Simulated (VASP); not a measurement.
# HfTe4 (Pm-3m) in VASP: single point with PBE

Aim: the single point of HfTe4 with PBE.

All numbers are computed with VASP 6.6.1; they aren't measurements. Logs are shortened: lines on timing, memory, paths and dates and some standing lists are left out, and cuts for length are marked.

### Step 1. The cell of the first run

It takes space group Pm-3m (No. 221, cubic). Conventional cell: a = 5.397 Å, b = 5.397 Å, c = 5.397 Å, α = 90.00°, β = 90.00°, γ = 90.00°. Hf (site symmetry m-3m) has 20 Te at 3.82 to 4.67 Å within 5.0 Å. Te (site symmetry 4/mmm) has 2 Te at 2.70 Å within 3.6 Å. Te (site symmetry m-3m) has 6 Te at 2.70 Å within 3.6 Å.

### Step 2. Single point, PBE

Contents of INCAR:

```
SYSTEM = HfTe4
PREC = Accurate
ENCUT = 500
EDIFF = 1E-6
ISMEAR = 0
SIGMA = 0.1
LREAL = .False.
LASPH = .True.
NELM = 120
ALGO = Normal
ISIF = 2
LWAVE = .False.
LCHARG = .False.
GGA = PE
NBANDS = 25
GGA_COMPAT = .False.
```

Contents of KPOINTS:

```
Automatic mesh
0
Gamma
  4 4 4
  0 0 0
```

Contents of POSCAR:

```
HfTe4
1.0
    5.3968131500      0.0000000000      0.0000000000
    0.0000000000      5.3968131500      0.0000000000
    0.0000000000      0.0000000000      5.3968131500
Hf Te
1 4
Direct
    0.0000000000      0.0000000000      0.0000000000
    0.0000000000      0.5000000000      0.5000000000
    0.5000000000      0.0000000000      0.5000000000
    0.5000000000      0.5000000000      0.0000000000
    0.5000000000      0.5000000000      0.5000000000
```

Potentials or basis: VASP PAW PBE potentials, release 64 (Hf_pv, Te).

The run is started by

```
$ cat potpaw_PBE.64/Hf_pv/POTCAR potpaw_PBE.64/Te/POTCAR > POTCAR
$ mpirun -np 1 vasp_std > vasp.out
```

OUTCAR:

```text
SYSTEM = HfTe4
   PREC = Accurate
   ENCUT = 500
   EDIFF = 1E-6
   ISMEAR = 0
   LREAL = .False.
   LASPH = .True.
   NELM = 120
   ISIF = 2
   GGA = PE

 ion  position               nearest neighbor table
   1  0.000  0.000  0.000-
   2  0.000  0.500  0.500-   5 2.70   5 2.70
   3  0.500  0.000  0.500-   5 2.70   5 2.70
   4  0.500  0.500  0.000-   5 2.70   5 2.70
   5  0.500  0.500  0.500-   2 2.70   3 2.70   4 2.70   4 2.70   3 2.70   2 2.70

  LATTYP: Found a simple cubic cell.
 ALAT       =     5.3968131500

  Lattice vectors:

 A1 = (   5.3968131500,   0.0000000000,   0.0000000000)
 A2 = (   0.0000000000,   5.3968131500,   0.0000000000)
 A3 = (   0.0000000000,   0.0000000000,   5.3968131500)

Analysis of symmetry for initial positions (statically):
=====================================================================
 Subroutine PRICEL returns:
 Original cell was already a primitive cell.

 Routine SETGRP: Setting up the symmetry group for a
 simple cubic supercell.

 Subroutine GETGRP returns: Found 48 space group operations
 (whereof 48 operations were pure point group operations)
 out of a pool of 48 trial point group operations.

The static configuration has the point symmetry O_h .

Analysis of symmetry for dynamics (positions and initial velocities):
=====================================================================
 Subroutine PRICEL returns:
 Original cell was already a primitive cell.

 Routine SETGRP: Setting up the symmetry group for a
 simple cubic supercell.

 Subroutine GETGRP returns: Found 48 space group operations
 (whereof 48 operations were pure point group operations)
 out of a pool of 48 trial point group operations.

The dynamic configuration has the point symmetry O_h .

 Subroutine INISYM returns: Found 48 space group operations
 (whereof 48 operations are pure point group operations),
 and found     1 'primitive' translations

----------------------------------------------------------------------------------------

                                     Primitive cell

  volume of cell :     157.1854

  direct lattice vectors                    reciprocal lattice vectors
     5.396813150  0.000000000  0.000000000     0.185294538  0.000000000  0.000000000
     0.000000000  5.396813150  0.000000000     0.000000000  0.185294538  0.000000000
     0.000000000  0.000000000  5.396813150     0.000000000  0.000000000  0.185294538

  length of vectors
     5.396813150  5.396813150  5.396813150     0.185294538  0.185294538  0.185294538

  position of ions in fractional coordinates (direct lattice)
     0.000000000  0.000000000  0.000000000
     0.000000000  0.500000000  0.500000000
     0.500000000  0.000000000  0.500000000
     0.500000000  0.500000000  0.000000000
     0.500000000  0.500000000  0.500000000

  ion indices of the primitive-cell ions
   primitive index   ion index
                 1           1
                 2           2
                 3           3
                 4           4
                 5           5

----------------------------------------------------------------------------------------

 KPOINTS: Automatic mesh

Automatic generation of k-mesh.
 Grid dimensions read from file:
 generate k-points for:    4    4    4

 Generating k-lattice:

  Cartesian coordinates                     Fractional coordinates (reciprocal lattice)
     0.046323635  0.000000000  0.000000000     0.250000000  0.000000000  0.000000000
     0.000000000  0.046323635  0.000000000     0.000000000  0.250000000  0.000000000
     0.000000000  0.000000000  0.046323635     0.000000000  0.000000000  0.250000000

  Length of vectors
     0.046323635  0.046323635  0.046323635

  Shift w.r.t. Gamma in fractional coordinates (k-lattice)
     0.000000000  0.000000000  0.000000000

 Subroutine IBZKPT returns following result:
 ===========================================

 Found     10 irreducible k-points:

 Following reciprocal coordinates:
            Coordinates               Weight
  0.000000  0.000000  0.000000      1.000000
  0.250000  0.000000  0.000000      6.000000
  0.500000  0.000000  0.000000      3.000000
  0.250000  0.250000  0.000000     12.000000
  0.500000  0.250000  0.000000     12.000000
  0.500000  0.500000  0.000000      3.000000
  0.250000  0.250000  0.250000      8.000000
  0.500000  0.250000  0.250000     12.000000
  0.500000  0.500000  0.250000      6.000000
  0.500000  0.500000  0.500000      1.000000
   k-points           NKPTS =     10   k-points in BZ     NKDIM =     10   number of bands    NBANDS=     25
   number of dos      NEDOS =    301   number of ions     NIONS =      5
   total plane-waves  NPLWV =  64000
   dimension x,y,z NGX =    40 NGY =   40 NGZ =   40
   dimension x,y,z NGXF=    80 NGYF=   80 NGZF=   80
   ions per type =               1   4
   NGX,Y,Z   is equivalent  to a cutoff of  12.32, 12.32, 12.32 a.u.
   NGXF,Y,Z  is equivalent  to a cutoff of  24.64, 24.64, 24.64 a.u.
 SYSTEM =  HfTe4
   PREC   = accura    normal or accurate (medium, high low for compatibility)
   ISTART =      0    job   : 0-new  1-cont  2-samecut
   ICHARG =      2    charge: 1-file 2-atom 10-const
   ISPIN  =      1    spin polarized calculation?
   LNONCOLLINEAR =      F non collinear calculations
   LSORBIT =      F    spin-orbit coupling
   LASPH  =      T    aspherical Exc in radial PAW
   ENCUT  =  500.0 eV  36.75 Ry    6.06 a.u.   9.84  9.84  9.84*2*pi/ulx,y,z
   NELM   =    120;   NELMIN=  2; NELMDL= -5     # of ELM steps
   EDIFF  = 0.1E-05   stopping-criterion for ELM
   LREAL  =      F    real-space projection
   EDIFFG = 0.1E-04   stopping-criterion for IOM
   NSW    =      0    number of steps for IOM
   IBRION =     -1    ionic relax: 0-MD 1-quasi-New 2-CG
   NFREE  =      0    steps in history (QN), initial steepest desc. (CG)
   ISIF   =      2    stress and relaxation
   ISYM   =      2    0-nonsym 1-usesym 2-fastsym
   POTIM  = 0.5000    time-step for ionic-motion
   TEBEG  =    0.0;   TEEND  =   0.0 temperature during run
   PSTRESS=    0.0 pullay stress
   NELECT =      34.0000    total number of electrons
   NUPDOWN=      -1.0000    fix difference up-down
   EMIN   =  10.00;   EMAX   =-10.00  energy-range for DOS
   EFERMI =   0.00;   METHOD = LEGACY
   ISMEAR =     0;   SIGMA  =   0.10  broadening in eV -4-tet -1-fermi 0-gaus
   EFERMI_NEDOS =   21; number of points for ismear=-14 and -15
   IALGO  =     38    algorithm
   IMIX   =      4    mixing-type and parameters
     AMIX     =   0.40;   BMIX     =  1.00
     AMIX_MAG =   1.60;   BMIX_MAG =  1.00
  volume/ion in A,a.u.               =      31.44       212.15
  Fermi-wavevector in a.u.,A,eV,Ry     =   0.982721  1.857074 13.139709  0.965741
  Thomas-Fermi vector in A             =   2.113825
   LORBIT       =      0    0 simple, 1 ext, 2 COOP (PROOUT), +10 PAW based schemes
   GGA     = PE    functional components
   LHFCALC =     F    Hartree Fock is set to
   AEXX    =    0.0000 exact exchange contribution
   IVDW    =     0    specifies the selected vdW correction
   LEPSILON=     F    determine dielectric tensor
   LRPA    =     F    only Hartree local field effects (RPA)
 non-spin polarized calculation
 Gauss-broadening in eV      SIGMA  =   0.10
  energy-cutoff  :      500.00
  volume of cell :      157.19
 maximum number of plane-waves:      4032
 NGX is ok and might be reduce to    40
   NGX = 19   NGY = 19   NGZ = 19

 number of electron      34.0000008 magnetization

 Free energy of the ion-electron system (eV)
  ---------------------------------------------------
  ext. energy  EPLUGINS =         0.00000000
  ---------------------------------------------------
  free energy    TOTEN  =       -17.71703357 eV

  energy without entropy =      -17.70115036  energy(sigma->0) =      -17.70909196

 E-fermi :   6.1505     XC(G=0):  -9.4882

 val. band max:        6.1091970016   @ k =   0.0000   0.0000   0.0000
 cond. band min:       6.1790791588   @ k =   0.0000   0.0000   0.0000
 fundamental gap:      0.0698821572
 Fermi energy:         6.1505070419

 k-point     1 :       0.0000    0.0000    0.0000
  band No.  band energies     occupation
      1     -27.1181      2.00000
      2     -27.1181      2.00000
      3     -27.1181      2.00000
      4      -8.8315      2.00000
      5      -4.4295      2.00000
      6      -4.4295      2.00000
[... 17 lines left out ...]
     24      10.1066      0.00000
     25      10.1066      0.00000

 k-point     2 :       0.2500    0.0000    0.0000
  band No.  band energies     occupation
      1     -27.1183      2.00000
      2     -27.1181      2.00000
      3     -27.1181      2.00000
      4      -8.6648      2.00000
      5      -5.0844      2.00000
      6      -4.4102      2.00000
[... 17 lines left out ...]
     24       9.8950      0.00000
     25      10.7282      0.00000

 k-point     3 :       0.5000    0.0000    0.0000
  band No.  band energies     occupation
      1     -27.1185      2.00000
      2     -27.1181      2.00000
      3     -27.1181      2.00000
      4      -8.4541      2.00000
      5      -5.7089      2.00000
      6      -4.3905      2.00000
[... 17 lines left out ...]
     24       8.8991      0.00000
     25       9.6903      0.00000

 k-point     4 :       0.2500    0.2500    0.0000
  band No.  band energies     occupation
      1     -27.1183      2.00000
      2     -27.1183      2.00000
      3     -27.1181      2.00000
      4      -8.4895      2.00000
      5      -5.1509      2.00000
      6      -4.8911      2.00000
[... 17 lines left out ...]
     24       9.5731      0.00000
     25      10.3117      0.00000

 k-point     5 :       0.5000    0.2500    0.0000
  band No.  band energies     occupation
      1     -27.1185      2.00000
      2     -27.1183      2.00000
      3     -27.1180      2.00000
      4      -8.2637      2.00000
      5      -5.6682      2.00000
      6      -4.9675      2.00000
[... 17 lines left out ...]
     24       9.6009      0.00000
     25       9.7935      0.00000

 k-point     6 :       0.5000    0.5000    0.0000
  band No.  band energies     occupation
      1     -27.1185      2.00000
      2     -27.1185      2.00000
      3     -27.1180      2.00000
      4      -8.0095      2.00000
      5      -5.6262      2.00000
      6      -5.6262      2.00000
[... 17 lines left out ...]
     24       7.5857      0.00000
     25       8.7977      0.00000

 k-point     7 :       0.2500    0.2500    0.2500
  band No.  band energies     occupation
      1     -27.1182      2.00000
      2     -27.1182      2.00000
      3     -27.1182      2.00000
      4      -8.3026      2.00000
      5      -5.1274      2.00000
      6      -5.1274      2.00000
[... 17 lines left out ...]
     24       9.2184      0.00000
     25       9.2184      0.00000

 k-point     8 :       0.5000    0.2500    0.2500
  band No.  band energies     occupation
      1     -27.1184      2.00000
      2     -27.1182      2.00000
      3     -27.1182      2.00000
      4      -8.0557      2.00000
      5      -5.6357      2.00000
      6      -5.1035      2.00000
[... 17 lines left out ...]
     24       9.3630      0.00000
     25      10.0840      0.00000

 k-point     9 :       0.5000    0.5000    0.2500
  band No.  band energies     occupation
      1     -27.1184      2.00000
      2     -27.1184      2.00000
      3     -27.1182      2.00000
      4      -7.7666      2.00000
      5      -5.6023      2.00000
      6      -5.6023      2.00000
[... 17 lines left out ...]
     24       7.3847      0.00000
     25       9.7535      0.00000

 k-point    10 :       0.5000    0.5000    0.5000
  band No.  band energies     occupation
      1     -27.1184      2.00000
      2     -27.1184      2.00000
      3     -27.1184      2.00000
      4      -7.3941      2.00000
      5      -5.5779      2.00000
      6      -5.5779      2.00000
[... 17 lines left out ...]
     24       6.7034      0.00000
     25       7.3506      0.00000

------------------------ aborting loop because EDIFF is reached ----------------------------------------

  FORCE on cell =-STRESS in cart. coord.  units (eV):
  Direction    XX          YY          ZZ          XY          YZ          ZX
  --------------------------------------------------------------------------------------
  -------------------------------------------------------------------------------------
  Total        7.1902096      7.1902096      7.1902096     -0.0000000      0.0000000     -0.0000000
  in kB       73.2892006     73.2892006     73.2892006     -0.0000000      0.0000000     -0.0000000
  external PRESSURE =      73.2892006 kB  Pullay stress =       0.0000000 kB

 VOLUME and BASIS-vectors are now :
 -----------------------------------------------------------------------------
  energy-cutoff  :      500.00
  volume of cell :      157.19
      direct lattice vectors                 reciprocal lattice vectors
     5.396813150  0.000000000  0.000000000     0.185294538  0.000000000  0.000000000
     0.000000000  5.396813150  0.000000000     0.000000000  0.185294538  0.000000000
     0.000000000  0.000000000  5.396813150     0.000000000  0.000000000  0.185294538

 POSITION                                       TOTAL-FORCE (eV/Angst)
 -----------------------------------------------------------------------------------
      0.00000      0.00000      0.00000         0.000000      0.000000      0.000000
      0.00000      2.69841      2.69841         0.000000      0.000000      0.000000
      2.69841      0.00000      2.69841         0.000000      0.000000      0.000000
      2.69841      2.69841      0.00000         0.000000      0.000000      0.000000
      2.69841      2.69841      2.69841         0.000000      0.000000      0.000000
 -----------------------------------------------------------------------------------
    total drift:                                0.000000     -0.000000     -0.000000

  FREE ENERGIE OF THE ION-ELECTRON SYSTEM (eV)
  ---------------------------------------------------
  free  energy   TOTEN  =       -17.7170335682 eV

  energy  without entropy=      -17.7011503555  energy(sigma->0) =      -17.70909196
```

Run time: 31 s. Hardware: 1 thread of Intel Xeon 6975P-C (Granite Rapids), shared host; peak memory 0.24 GiB.

What came out:

```
Free energy            : -17.7170 eV
Pressure               : 7.3 GPa
Band gap on the k mesh : zero (band 17 reaches 6.50 eV, above the bottom of band 18 at 5.85 eV)
```

Levels at points of the mesh, in eV from the Fermi level:
```tsv
k point	band 15	band 16	band 17	band 18	band 19	band 20
(0.00, 0.00, 0.00)	-1.31	-1.31	-0.96	-0.04	-0.04	0.03
(0.50, 0.00, 0.00)	-1.78	-1.38	-0.74	0.15	0.60	1.38
(0.50, 0.50, 0.00)	-0.69	-0.69	-0.41	-0.31	-0.11	1.32
(0.50, 0.50, 0.50)	-0.99	-0.99	0.35	0.35	0.35	0.39
```

Caveat: spin-orbit coupling is left out, which moves the levels of the heavy elements.
